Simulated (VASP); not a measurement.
A run of VASP 6.6.1 is set up as follows.

File INCAR:

```
ALGO = Normal ; EDIFF = 1E-6
ENCUT = 1340 ; GGA = PE
GGA_COMPAT = False ; ISIF = 2
ISMEAR = 0 ; LASPH = True
LCHARG = False ; LREAL = False
LWAVE = False ; NBANDS = 42
NELM = 120 ; PREC = Accurate
SIGMA = 0.1
```

File KPOINTS:

```
k-points
0
Gamma
  4 4 4
```

File POSCAR:

```
W3O4
1.0
    4.2817608731      0.0000000000      0.0000000000
    0.0000000000      4.2817608731      0.0000000000
    0.0000000000      0.0000000000      4.2817608731
W O
3 4
Direct
    0.5000000000      0.5000000000      0.0000000000
    0.0000000000      0.5000000000      0.5000000000
    0.5000000000      0.0000000000      0.5000000000
    0.5000000000      0.5000000000      0.5000000000
    0.5000000000      0.0000000000      0.0000000000
    0.0000000000      0.5000000000      0.0000000000
    0.0000000000      0.0000000000      0.5000000000
```

Potentials or basis: VASP PAW PBE potentials, release 64 (W_sv, O_h).

Command:

```sh
$ cat potpaw_PBE.64/W_sv/POTCAR potpaw_PBE.64/O_h/POTCAR > POTCAR
$ mpirun -np 1 vasp_std > vasp.out
```

(1) Estimate the band gap on the k mesh.

(2) What does it give for the pressure?

Answers

(1) zero (bands 33 and 34 overlap by 1.59 eV).

(2) 1.7 GPa.

Caveat: the k points lie up to 0.37 Å⁻¹ apart, too coarse for converged energies and pressures of a metal; spin-orbit coupling is left out, which moves the levels of the heavy elements.
